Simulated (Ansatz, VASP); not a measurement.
## In: VASP beside Ansatz

File INCAR:

```
SYSTEM = In
PREC     = Accurate       ! precision mode
ENCUT    = 600            ! plane-wave cutoff, eV
EDIFF    = 1E-7           ! SCF threshold, eV
ISMEAR   = -1             ! smearing method
SIGMA    = 0.05           ! smearing width, eV
LREAL    = .FALSE.        ! projectors in reciprocal space
LASPH    = .TRUE.         ! aspherical terms in the spheres
NELM     = 80             ! most SCF steps
ALGO     = Normal         ! electronic algorithm
ISIF     = 3              ! what is computed and relaxed
LWAVE    = .FALSE.        ! write WAVECAR
LCHARG   = .FALSE.        ! write CHGCAR
GGA      = PE             ! functional
IBRION   = 2              ! ionic algorithm
NSW      = 60             ! ionic steps
EDIFFG   = -0.005         ! ionic threshold
```

KPOINTS

```
Automatic mesh
0
G
  11 11 11
  0 0 0
```

File POSCAR:

```
In
1.0
    0.0000000000      3.2520696876      3.2520696876
    3.2520696876      0.0000000000      3.2520696876
    3.2520696876      3.2520696876      0.0000000000
In
2
Direct
   -0.1250000000     -0.1250000000     -0.1250000000
    0.1250000000      0.1250000000      0.1250000000
```

Input for Ansatz:

```yaml
crystal:
  lattice:
    - [0.0, 3.2520696876, 3.2520696876]
    - [3.2520696876, 0.0, 3.2520696876]
    - [3.2520696876, 3.2520696876, 0.0]
  atoms:
    - { symbol: In, position: [-0.125, -0.125, -0.125] }
    - { symbol: In, position: [0.125, 0.125, 0.125] }
kpoints:
  mp_grid: { grid: [11, 11, 11] }
scf:
  occupations: { method: fermi_dirac, width: 0.05 }
hamiltonian:
  xc: pbe
  pseudopotentials: { kind: paw }
output:
  forces: true
  stress: true
relax:
  f_tol: 0.005
  max_steps: 40
  cell: {}
```

Alike in both runs: task relaxation of cell and atoms; functional PBE; k mesh 11 × 11 × 11; occupations fermi-dirac, width 0.05 eV; no spin polarisation.

```csv
,VASP,Ansatz
version,VASP 6.6.1,Ansatz 0.2.0
potentials or method,"VASP PAW PBE potentials, release 64 (In_d)","PAW with Ansatz's default frozen-core files, scalar-relativistic"
plane-wave cutoff (eV),600,420
valence electrons in the cell,26,26
```

```csv
,VASP,Ansatz,Ansatz less VASP
relaxed volume (Å³/atom),38.18,38.16,-0.024
relaxed cell length with the largest relative difference (Å),4.762,4.761,-0.0010
```
